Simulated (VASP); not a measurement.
# TaN (P-6m2) in VASP: vibrations by perturbation theory with PBEsol

Aim: the vibrations by perturbation theory of TaN with PBEsol.

Program: VASP 6.6.1. These are calculated values, not measurements. Logs are shortened: lines on timing, memory, paths and dates and some standing lists are left out, and cuts for length are marked.

### Step 1. The cell of the first run

The structure is hexagonal, space group P-6m2 (No. 187). The conventional cell has a = 2.851 Å, b = 2.851 Å, c = 2.811 Å, α = 90.00°, β = 90.00°, γ = 120.00°. Within 2.9 Å of Ta (site symmetry -6m2) lie 6 N at 2.16 Å and 8 Ta at 2.81 to 2.85 Å. Within 2.9 Å of N (site symmetry -6m2) lie 6 Ta at 2.16 Å and 8 N at 2.81 to 2.85 Å.

### Step 2. Vibrations by perturbation theory, PBEsol

INCAR

```
SYSTEM = TaN
ALGO     = Normal         ! electronic algorithm
EDIFF    = 1E-8           ! SCF threshold, eV
ENCUT    = 520            ! plane-wave cutoff, eV
GGA      = PS             ! functional
IBRION   = 8              ! ionic algorithm
ISIF     = 2              ! what is computed and relaxed
ISMEAR   = -1             ! smearing method
LASPH    = .True.         ! aspherical terms in the spheres
LCHARG   = .True.         ! write CHGCAR
LREAL    = .False.        ! projectors in reciprocal space
LWAVE    = .False.        ! write WAVECAR
NBANDS   = 15             ! bands
NELM     = 80             ! most SCF steps
NSW      = 1              ! ionic steps
PREC     = Accurate       ! precision mode
SIGMA    = 0.15           ! smearing width, eV
```

KPOINTS

```
k-points
0
Gamma
  18 18 14
  0 0 0
```

POSCAR

```
TaN
1.0
    2.8512880004      0.0000000000      0.0000000000
   -1.4256440002      2.4692878418      0.0000000000
    0.0000000000      0.0000000000      2.8114574436
Ta N
1 1
Direct
    0.3333333333      0.6666666667      0.5000000000
    0.0000000000      0.0000000000      0.0000000000
```

Potentials or basis: VASP PAW PBE potentials, release 64 (Ta_pv, N).

Started as:

```bash
$ cat potpaw_PBE.64/Ta_pv/POTCAR potpaw_PBE.64/N/POTCAR > POTCAR
$ mpirun -np 1 vasp_std > vasp.out
```

OUTCAR:

```text
SYSTEM = TaN
   EDIFF = 1E-8
   ENCUT = 520
   GGA = PS
   IBRION = 8
   ISIF = 2
   ISMEAR = -1
   LASPH = .True.
   LREAL = .False.
   NELM = 80
   NSW = 1
   PREC = Accurate

 ion  position               nearest neighbor table
   1  0.333  0.667  0.500-   2 2.16   2 2.16   2 2.16   2 2.16   2 2.16   2 2.16
   2  0.000  0.000  0.000-   1 2.16   1 2.16   1 2.16   1 2.16   1 2.16   1 2.16

  LATTYP: Found a hexagonal cell.
 ALAT       =     2.8512880004
 C/A-ratio  =     0.9860306792

  Lattice vectors:

 A1 = (   2.8512880004,   0.0000000000,   0.0000000000)
 A2 = (  -1.4256440002,   2.4692878418,   0.0000000000)
 A3 = (   0.0000000000,   0.0000000000,   2.8114574436)

Analysis of symmetry for initial positions (statically):
=====================================================================
 Subroutine PRICEL returns:
 Original cell was already a primitive cell.

 Routine SETGRP: Setting up the symmetry group for a
 hexagonal supercell.

 Subroutine GETGRP returns: Found 12 space group operations
 (whereof 12 operations were pure point group operations)
 out of a pool of 24 trial point group operations.

The static configuration has the point symmetry D_3h.

Analysis of symmetry for dynamics (positions and initial velocities):
=====================================================================
 Subroutine PRICEL returns:
 Original cell was already a primitive cell.

 Routine SETGRP: Setting up the symmetry group for a
 hexagonal supercell.

 Subroutine GETGRP returns: Found 12 space group operations
 (whereof 12 operations were pure point group operations)
 out of a pool of 24 trial point group operations.

The dynamic configuration has the point symmetry D_3h.

 Subroutine INISYM returns: Found 12 space group operations
 (whereof 12 operations are pure point group operations),
 and found     1 'primitive' translations

----------------------------------------------------------------------------------------

                                     Primitive cell

  volume of cell :      19.7945

  direct lattice vectors                    reciprocal lattice vectors
     2.851288000  0.000000000  0.000000000     0.350718693  0.202487532  0.000000000
    -1.425644000  2.469287842  0.000000000     0.000000000  0.404975063  0.000000000
     0.000000000  0.000000000  2.811457444     0.000000000  0.000000000  0.355687404

  length of vectors
     2.851288000  2.851288000  2.811457444     0.404975063  0.404975063  0.355687404

  position of ions in fractional coordinates (direct lattice)
     0.333333333  0.666666667  0.500000000
     0.000000000  0.000000000  0.000000000

  ion indices of the primitive-cell ions
   primitive index   ion index
                 1           1
                 2           2

----------------------------------------------------------------------------------------

 KPOINTS: k-points

Automatic generation of k-mesh.
 Grid dimensions read from file:
 generate k-points for:   18   18   14

 Generating k-lattice:

  Cartesian coordinates                     Fractional coordinates (reciprocal lattice)
     0.019484372  0.011249307  0.000000000     0.055555556 -0.000000000  0.000000000
     0.000000000  0.022498615  0.000000000     0.000000000  0.055555556  0.000000000
     0.000000000  0.000000000  0.025406243     0.000000000  0.000000000  0.071428571

  Length of vectors
     0.022498615  0.022498615  0.025406243

  Shift w.r.t. Gamma in fractional coordinates (k-lattice)
     0.000000000  0.000000000  0.000000000
[... 84 lines left out ...]
  volume of cell :       19.79
 maximum number of plane-waves:       550
 NGX is ok and might be reduce to    24
   NGX = 11   NGY = 11   NGZ = 11

--------------------------------------- Ionic step        1  -------------------------------------------

 number of electron      16.0000000 magnetization

 Free energy of the ion-electron system (eV)
  ---------------------------------------------------
  ext. energy  EPLUGINS =         0.00000000
  ---------------------------------------------------
  free energy    TOTEN  =       -23.66980193 eV

  energy without entropy =      -23.65985026  energy(sigma->0) =      -23.66482609

 E-fermi :   9.0476     XC(G=0): -13.9757

 val. band max:        9.0209885661   @ k =   0.0556  -0.0000   0.4286
 cond. band min:       9.1043538921   @ k =   0.0000   0.0000   0.3571
 fundamental gap:      0.0833653260
 Fermi energy:         9.0476381969

 k-point     1 :       0.0000    0.0000    0.0000
  band No.  band energies     occupation
      1     -25.5434      2.00000
      2     -25.2034      2.00000
      3     -25.2034      2.00000
      4      -9.3841      2.00000
      5       4.0933      2.00000
      6       4.0933      2.00000
      7       4.3487      2.00000
      8       5.9765      2.00000
      9      11.9142      0.00000
     10      12.9830      0.00000
     11      12.9830      0.00000
     12      13.4831      0.00000
     13      13.4831      0.00000
     14      22.5402      0.00000
[... 401 lines left out ...]
      2     -25.6193      2.00000
      3     -25.3384      2.00000
      4      -6.6756      2.00000
      5       0.4278      2.00000
      6       3.3953      2.00000
      7       4.4702      2.00000
      8       6.5264      2.00000
      9      11.4901      0.00000
     10      12.4617      0.00000
     11      14.2002      0.00000
     12      15.6982      0.00000
     13      18.5910      0.00000
     14      22.2512      0.00000
     15      22.7968      0.00000

 [... further k-points ...]

------------------------ aborting loop because EDIFF is reached ----------------------------------------

  FORCE on cell =-STRESS in cart. coord.  units (eV):
  Direction    XX          YY          ZZ          XY          YZ          ZX
  --------------------------------------------------------------------------------------
  -------------------------------------------------------------------------------------
  Total        3.8513226      3.8513226      3.8856926      0.0000000      0.0000000      0.0000000
  in kB      311.7282490    311.7282490    314.5101778      0.0000000      0.0000000      0.0000000
  external PRESSURE =     312.6555586 kB  Pullay stress =       0.0000000 kB

 VOLUME and BASIS-vectors are now :
 -----------------------------------------------------------------------------
  energy-cutoff  :      520.00
  volume of cell :       19.79
      direct lattice vectors                 reciprocal lattice vectors
     2.851288000  0.000000000  0.000000000     0.350718693  0.202487532  0.000000000
    -1.425644000  2.469287842  0.000000000     0.000000000  0.404975063  0.000000000
     0.000000000  0.000000000  2.811457444     0.000000000  0.000000000  0.355687404

 POSITION                                       TOTAL-FORCE (eV/Angst)
 -----------------------------------------------------------------------------------
     -0.00000      1.64619      1.40573         0.000000     -0.000000      0.000000
      0.00000      0.00000      0.00000        -0.000000      0.000000      0.000000
 -----------------------------------------------------------------------------------
    total drift:                                0.000000     -0.000000     -0.000000

  FREE ENERGIE OF THE ION-ELECTRON SYSTEM (eV)
  ---------------------------------------------------
  free  energy   TOTEN  =       -23.6698019273 eV

  energy  without entropy=      -23.6598502575  energy(sigma->0) =      -23.66482609

[... ionic steps 2 to 3 ...]

--------------------------------------- Ionic step        4  -------------------------------------------

------------------------ aborting loop because EDIFF is reached ----------------------------------------
[... 11 lines left out ...]
[... ionic steps 8 to 8 ...]

--------------------------------------- Ionic step        9  -------------------------------------------

 Free energy of the ion-electron system (eV)
  ---------------------------------------------------
  ---------------------------------------------------
  free energy    TOTEN  =        -0.23532128 eV

  energy without entropy =       -0.23532128

------------------------ aborting loop because EDIFF is reached ----------------------------------------

 INTERNAL STRAIN TENSOR  FOR ION    2  DIRECTION 3   (eV/Angst):
 -----------------------------------------------------------------------------
     0.00327  0.00000  0.00000
     0.00000  0.00327 -0.00000
     0.00000  0.00000  0.00900

 INTERNAL STRAIN TENSOR FOR ION    2 for displacements in x,y,z  (eV/Angst):
          X           Y           Z          XY          YZ          ZX
  --------------------------------------------------------------------------------
  x     0.00000    -0.00000     0.00000    -5.51566     0.00000     0.00000
  y    -5.51566     5.51566     0.00000     0.00000     0.00000     0.00000
  z     0.00000     0.00000     0.00000     0.00000     0.00000     0.00000

 SECOND DERIVATIVES (NOT SYMMETRIZED)
 ------------------------------------
               1X          1Y          1Z          2X          2Y          2Z
  1X   -17.075219    0.000000    0.000000   17.075219    0.000000    0.000000
  1Y     0.000000  -17.075219    0.000000    0.000000   17.075219    0.000000
  1Z     0.000000    0.000000  -20.080992    0.000000    0.000000   20.080992
  2X    17.075548    0.000000    0.000000  -17.075548    0.000000    0.000000
  2Y     0.000000   17.075548    0.000000    0.000000  -17.075548    0.000000
  2Z     0.000000    0.000000   20.075806    0.000000   -0.000000  -20.075806

 Eigenvectors and eigenvalues of the dynamical matrix
 ----------------------------------------------------

   1 f  =   19.431008 THz   122.088625 2PiTHz  648.148667 cm-1    80.360157 meV
             X         Y         Z           dx          dy          dz
     -0.000000  1.646192  1.405729     0.000000   -0.000000   -0.268022
      0.000000  0.000000  0.000000     0.000000    0.000000    0.963413
[... 21 lines left out ...]
   6 f/i=    0.000648 THz     0.004071 2PiTHz    0.021614 cm-1     0.002680 meV
             X         Y         Z           dx          dy          dz
     -0.000000  1.646192  1.405729     0.000000   -0.000000   -0.963413
      0.000000  0.000000  0.000000     0.000000    0.000000   -0.268022

--------------------------------------------------------------------------------------------------------

 ELASTIC MODULI CONTR FROM IONIC RELAXATION (kBar)
 Direction    XX          YY          ZZ          XY          YZ          ZX
 --------------------------------------------------------------------------------
 XX        -114.2622    114.2622      0.0000      0.0000      0.0000      0.0000
 YY         114.2622   -114.2622      0.0000     -0.0000      0.0000      0.0000
 ZZ           0.0000      0.0000      0.0000      0.0000      0.0000      0.0000
 XY           0.0000     -0.0000      0.0000   -114.2622      0.0000      0.0000
 YZ           0.0000      0.0000      0.0000      0.0000      0.0000      0.0000
 ZX           0.0000      0.0000      0.0000      0.0000      0.0000      0.0000
 --------------------------------------------------------------------------------
```

It took 32 min on 1 thread of Intel Xeon 8259CL, shared host; peak memory 0.85 GiB.

What came out:

* Highest phonon frequency at Γ: 648 cm⁻¹

Phonon frequencies in cm⁻¹ (negative: imaginary):
| q point | frequencies |
| --- | --- |
| (0.000, 0.000, 0.000) | 0 0 0 598 598 648 |

Caveat: the cell stands under pressure or tension, which shifts response properties; the PAW data sets were made with another functional, which shifts forces and pressure a little; spin-orbit coupling is left out, which moves the levels of the heavy elements.
